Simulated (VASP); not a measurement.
# HfN (F-43m) in VASP: further runs, part 3 of 3

VASP 6.6.1.

## (4) Single point, LDA

This run uses another cell than the first one, of 15.58 Å³/atom, 1.053 times its volume.

INCAR

```
SYSTEM = HfN
PREC = Accurate
ENCUT = 520
EDIFF = 1E-7
ISMEAR = 1
SIGMA = 0.1
LREAL = .FALSE.
LASPH = .TRUE.
NELM = 100
ALGO = Normal
ISIF = 2
LWAVE = .FALSE.
LCHARG = .FALSE.
NBANDS = 14
```

KPOINTS

```
Automatic mesh
0
G
  10 10 10
  0 0 0
```

POSCAR

```
HfN
1.0
    0.0000000000      2.4977076014      2.4977076014
    2.4977076014      0.0000000000      2.4977076014
    2.4977076014      2.4977076014      0.0000000000
Hf N
1 1
Direct
    0.0000000000      0.0000000000      0.0000000000
    0.7500000000      0.7500000000      0.7500000000
```

Potentials or basis: VASP PAW LDA potentials, release 64 (Hf_pv, N).

Started as:

```bash
> cat potpaw_LDA.64/Hf_pv/POTCAR potpaw_LDA.64/N/POTCAR > POTCAR
> mpirun -np 1 vasp_std > vasp.out
```

OUTCAR:

```text
SYSTEM = HfN
   PREC = Accurate
   ENCUT = 520
   EDIFF = 1E-7
   ISMEAR = 1
   LREAL = .FALSE.
   LASPH = .TRUE.
   NELM = 100
   ISIF = 2

 ion  position               nearest neighbor table
   1  0.000  0.000  0.000-   2 2.16   2 2.16   2 2.16   2 2.16
   2  0.750  0.750  0.750-   1 2.16   1 2.16   1 2.16   1 2.16

  LATTYP: Found a face centered cubic cell.
 ALAT       =     4.9954152028

  Lattice vectors:

 A1 = (   0.0000000000,   2.4977076014,   2.4977076014)
 A2 = (   2.4977076014,   0.0000000000,   2.4977076014)
 A3 = (   2.4977076014,   2.4977076014,   0.0000000000)

Analysis of symmetry for initial positions (statically):
=====================================================================
 Subroutine PRICEL returns:
 Original cell was already a primitive cell.

 Routine SETGRP: Setting up the symmetry group for a
 face centered cubic supercell.

 Subroutine GETGRP returns: Found 24 space group operations
 (whereof 24 operations were pure point group operations)
 out of a pool of 48 trial point group operations.

The static configuration has the point symmetry T_d .

Analysis of symmetry for dynamics (positions and initial velocities):
=====================================================================
 Subroutine PRICEL returns:
 Original cell was already a primitive cell.

 Routine SETGRP: Setting up the symmetry group for a
 face centered cubic supercell.

 Subroutine GETGRP returns: Found 24 space group operations
 (whereof 24 operations were pure point group operations)
 out of a pool of 48 trial point group operations.

The dynamic configuration has the point symmetry T_d .

 Subroutine INISYM returns: Found 24 space group operations
 (whereof 24 operations are pure point group operations),
 and found     1 'primitive' translations

----------------------------------------------------------------------------------------

                                     Primitive cell

  volume of cell :      31.1641

  direct lattice vectors                    reciprocal lattice vectors
     0.000000000  2.497707601  2.497707601    -0.200183560  0.200183560  0.200183560
     2.497707601  0.000000000  2.497707601     0.200183560 -0.200183560  0.200183560
     2.497707601  2.497707601  0.000000000     0.200183560  0.200183560 -0.200183560

  length of vectors
     3.532291965  3.532291965  3.532291965     0.346728097  0.346728097  0.346728097

  position of ions in fractional coordinates (direct lattice)
     0.000000000  0.000000000  0.000000000
     0.750000000  0.750000000  0.750000000

  ion indices of the primitive-cell ions
   primitive index   ion index
                 1           1
                 2           2

----------------------------------------------------------------------------------------

 KPOINTS: Automatic mesh

Automatic generation of k-mesh.
 Grid dimensions read from file:
 generate k-points for:   10   10   10

 Generating k-lattice:

  Cartesian coordinates                     Fractional coordinates (reciprocal lattice)
    -0.020018356  0.020018356  0.020018356     0.100000000  0.000000000  0.000000000
     0.020018356 -0.020018356  0.020018356     0.000000000  0.100000000  0.000000000
     0.020018356  0.020018356 -0.020018356     0.000000000  0.000000000  0.100000000

  Length of vectors
     0.034672810  0.034672810  0.034672810

  Shift w.r.t. Gamma in fractional coordinates (k-lattice)
     0.000000000  0.000000000  0.000000000

 Subroutine IBZKPT returns following result:
 ===========================================

 Found     47 irreducible k-points:

 Following reciprocal coordinates:
            Coordinates               Weight
  0.000000  0.000000  0.000000      1.000000
  0.100000  0.000000  0.000000      8.000000
  0.200000  0.000000  0.000000      8.000000
  0.300000  0.000000  0.000000      8.000000
  0.400000  0.000000  0.000000      8.000000
  0.500000  0.000000  0.000000      4.000000
[... 16 lines left out ...]
  0.300000  0.300000  0.000000      6.000000
  0.400000  0.300000  0.000000     24.000000
 [... further k-points ...]
   k-points           NKPTS =     47   k-points in BZ     NKDIM =     47   number of bands    NBANDS=     14
   number of dos      NEDOS =    301   number of ions     NIONS =      2
   total plane-waves  NPLWV =  21952
   dimension x,y,z NGX =    28 NGY =   28 NGZ =   28
   dimension x,y,z NGXF=    56 NGYF=   56 NGZF=   56
   ions per type =               1   1
   NGX,Y,Z   is equivalent  to a cutoff of  13.18, 13.18, 13.18 a.u.
   NGXF,Y,Z  is equivalent  to a cutoff of  26.36, 26.36, 26.36 a.u.
 SYSTEM =  HfN
   PREC   = accura    normal or accurate (medium, high low for compatibility)
   ISTART =      0    job   : 0-new  1-cont  2-samecut
   ICHARG =      2    charge: 1-file 2-atom 10-const
   ISPIN  =      1    spin polarized calculation?
   LNONCOLLINEAR =      F non collinear calculations
   LSORBIT =      F    spin-orbit coupling
   LASPH  =      T    aspherical Exc in radial PAW
   ENCUT  =  520.0 eV  38.22 Ry    6.18 a.u.   6.57  6.57  6.57*2*pi/ulx,y,z
   NELM   =    100;   NELMIN=  2; NELMDL= -5     # of ELM steps
   EDIFF  = 0.1E-06   stopping-criterion for ELM
   LREAL  =      F    real-space projection
   EDIFFG = 0.1E-05   stopping-criterion for IOM
   NSW    =      0    number of steps for IOM
   IBRION =     -1    ionic relax: 0-MD 1-quasi-New 2-CG
   NFREE  =      0    steps in history (QN), initial steepest desc. (CG)
   ISIF   =      2    stress and relaxation
   ISYM   =      2    0-nonsym 1-usesym 2-fastsym
   POTIM  = 0.5000    time-step for ionic-motion
   TEBEG  =    0.0;   TEEND  =   0.0 temperature during run
   PSTRESS=    0.0 pullay stress
   NELECT =      15.0000    total number of electrons
   NUPDOWN=      -1.0000    fix difference up-down
   EMIN   =  10.00;   EMAX   =-10.00  energy-range for DOS
   EFERMI =   0.00;   METHOD = LEGACY
   ISMEAR =     1;   SIGMA  =   0.10  broadening in eV -4-tet -1-fermi 0-gaus
   EFERMI_NEDOS =   21; number of points for ismear=-14 and -15
   IALGO  =     38    algorithm
   IMIX   =      4    mixing-type and parameters
     AMIX     =   0.40;   BMIX     =  1.00
     AMIX_MAG =   1.60;   BMIX_MAG =  1.00
  volume/ion in A,a.u.               =      15.58       105.15
  Fermi-wavevector in a.u.,A,eV,Ry     =   1.282981  2.424483 22.395747  1.646041
  Thomas-Fermi vector in A             =   2.415261
   LORBIT       =      0    0 simple, 1 ext, 2 COOP (PROOUT), +10 PAW based schemes
   GGA     = CA    functional components
   LHFCALC =     F    Hartree Fock is set to
   AEXX    =    0.0000 exact exchange contribution
   IVDW    =     0    specifies the selected vdW correction
   LEPSILON=     F    determine dielectric tensor
   LRPA    =     F    only Hartree local field effects (RPA)
 non-spin polarized calculation
 Methfessel and Paxton  Order N= 1 SIGMA  =   0.10
  energy-cutoff  :      520.00
  volume of cell :       31.16
 maximum number of plane-waves:       869
 NGX is ok and might be reduce to    28
   NGX = 13   NGY = 13   NGZ = 13

 number of electron      14.9999998 magnetization

 Free energy of the ion-electron system (eV)
  ---------------------------------------------------
  ext. energy  EPLUGINS =         0.00000000
  ---------------------------------------------------
  free energy    TOTEN  =       -22.87794413 eV

  energy without entropy =      -22.87781767  energy(sigma->0) =      -22.87790197

 E-fermi :   5.1478     XC(G=0): -11.2650

 val. band max:        5.1368521543   @ k =   0.3000   0.2000   0.0000
 cond. band min:       5.2158779309   @ k =   0.4000   0.2000   0.0000
 fundamental gap:      0.0790257766
 Fermi energy:         5.1477604808

 k-point     1 :       0.0000    0.0000    0.0000
  band No.  band energies     occupation
      1     -25.9549      2.00000
      2     -25.9549      2.00000
      3     -25.9549      2.00000
      4     -10.4836      2.00000
      5      -0.0464      2.00000
      6      -0.0464      2.00000
      7      -0.0464      2.00000
      8       4.4268      2.00000
      9       7.1603      0.00000
     10       7.1603      0.00000
     11      11.3711      0.00000
     12      11.3711      0.00000
     13      11.3711      0.00000
     14      16.3137      0.00000
[... 375 lines left out ...]
 k-point    24 :       0.4000    0.3000    0.0000
  band No.  band energies     occupation
      1     -26.2645      2.00000
      2     -26.0685      2.00000
      3     -26.0567      2.00000
      4      -9.3653      2.00000
      5      -1.2884      2.00000
      6       1.0917      2.00000
      7       1.1598      2.00000
      8       4.4355      2.00000
      9       7.7277      0.00000
     10       8.3356      0.00000
     11      10.2128      0.00000
     12      10.5907      0.00000
     13      11.4856      0.00000
     14      15.7949      0.00000

 [... further k-points ...]
[... 5 lines left out ...]
  --------------------------------------------------------------------------------------
  -------------------------------------------------------------------------------------
  Total       -3.5225963     -3.5225963     -3.5225963     -0.0000000     -0.0000000     -0.0000000
  in kB     -181.1000939   -181.1000939   -181.1000939     -0.0000000     -0.0000000     -0.0000000
  external PRESSURE =    -181.1000939 kB  Pullay stress =       0.0000000 kB

 VOLUME and BASIS-vectors are now :
 -----------------------------------------------------------------------------
  energy-cutoff  :      520.00
  volume of cell :       31.16
      direct lattice vectors                 reciprocal lattice vectors
     0.000000000  2.497707601  2.497707601    -0.200183560  0.200183560  0.200183560
     2.497707601  0.000000000  2.497707601     0.200183560 -0.200183560  0.200183560
     2.497707601  2.497707601  0.000000000     0.200183560  0.200183560 -0.200183560

 POSITION                                       TOTAL-FORCE (eV/Angst)
 -----------------------------------------------------------------------------------
      0.00000      0.00000      0.00000        -0.000000     -0.000000      0.000000
      3.74656      3.74656      3.74656         0.000000      0.000000     -0.000000
 -----------------------------------------------------------------------------------
    total drift:                                0.000000      0.000000      0.000000

  FREE ENERGIE OF THE ION-ELECTRON SYSTEM (eV)
  ---------------------------------------------------
  free  energy   TOTEN  =       -22.8779441283 eV

  energy  without entropy=      -22.8778176659  energy(sigma->0) =      -22.87790197
```

stdout:

```text
POSCAR found type information on POSCAR HfN
 POSCAR found :  2 types and       2 ions
 scaLAPACK will be used
 LDA part: xc-table for (Slater(with rela. corr.)+CA(PZ))
 , standard interpolation
 POSCAR, INCAR and KPOINTS ok, starting setup
 FFT: planning ... GRIDC
 FFT: planning ... GRID_SOFT
 FFT: planning ... GRID
 WAVECAR not read
 entering main loop
```

Wall time 26 s (1 thread of Intel Xeon Platinum 8375C at 2.90GHz (Ice Lake), shared host); peak memory 0.15 GiB.

What came out:

```
Free energy : -22.8779 eV
Pressure    : -18.1 GPa
```

Levels at points of the mesh, in eV from the Fermi level:
| k point | band 5 | band 6 | band 7 | band 8 | band 9 | band 10 | band 11 | band 12 |
| --- | --- | --- | --- | --- | --- | --- | --- | --- |
| (0.00, 0.00, 0.00) | -5.19 | -5.19 | -5.19 | -0.72 | 2.01 | 2.01 | 6.22 | 6.22 |
| (0.50, 0.00, 0.00) | -5.54 | -4.65 | -4.65 | 1.47 | 2.49 | 2.49 | 4.06 | 4.92 |
| (0.50, 0.50, 0.00) | -6.61 | -3.49 | -3.49 | -1.05 | 1.97 | 3.66 | 4.33 | 4.33 |

Caveat: spin-orbit coupling is left out, which moves the levels of the heavy elements.

## (5) Single point, LDA

This run uses another cell than the first one, of 15.98 Å³/atom, 1.080 times its volume.

INCAR

```
PREC = Accurate
ENCUT = 520
EDIFF = 1E-6
ISMEAR = 1
SIGMA = 0.1
LREAL = F
LASPH = T
NELM = 100
ALGO = Normal
ISIF = 2
LWAVE = F
LCHARG = F
NBANDS = 14
```

KPOINTS

```
Automatic mesh
0
Gamma
  10 10 10
```

POSCAR

```
HfN
1.0
    0.0000000000      2.5186098921      2.5186098921
    2.5186098921      0.0000000000      2.5186098921
    2.5186098921      2.5186098921      0.0000000000
Hf N
1 1
Direct
    0.0000000000      0.0000000000      0.0000000000
    0.7500000000      0.7500000000      0.7500000000
```

Started as:

```bash
> cat potpaw_LDA.64/Hf_pv/POTCAR potpaw_LDA.64/N/POTCAR > POTCAR
> mpirun -np 1 vasp_std > vasp.out
```

Wall time 24 s (1 thread of Intel Xeon Platinum 8375C at 2.90GHz (Ice Lake), shared host); peak memory 0.15 GiB.

It converged, with:

| Item | Value |
| --- | --- |
| Free energy | -22.7808 eV |
| Pressure | -21.4 GPa |

Levels at points of the mesh, in eV from the Fermi level:
```tsv
k point	band 6	band 7	band 8	band 9	band 10	band 11
(0.00, 0.00, 0.00)	-5.09	-5.09	-0.78	1.95	1.95	6.06
(0.50, 0.00, 0.00)	-4.56	-4.56	1.42	2.40	2.40	3.96
(0.50, 0.50, 0.00)	-3.46	-3.46	-1.04	1.90	3.53	4.19
```

Caveat: spin-orbit coupling is left out, which moves the levels of the heavy elements.

## (6) Summary

| cell | gap on the mesh (eV) | pressure (GPa) |
| --- | --- | --- |
| a = 3.472 Å, angles 60.0°, 2 atoms | none | -10.0 |
| a = 3.502 Å, angles 60.0°, 2 atoms | none | -14.3 |
| a = 3.532 Å, angles 60.0°, 2 atoms | none | -18.1 |
| a = 3.562 Å, angles 60.0°, 2 atoms | none | -21.4 |

Alike in all rows: task single point; level LDA; potentials or basis VASP PAW LDA potentials, release 64 (Hf_pv, N); no spin polarisation; k mesh 10 × 10 × 10; cutoff (eV) 520; smearing methfessel-paxton 0.1 eV.

Caveats: spin-orbit coupling is left out, which moves the levels of the heavy elements.

Total energies depend on the potentials used, so only differences within one code and one set of settings carry meaning.
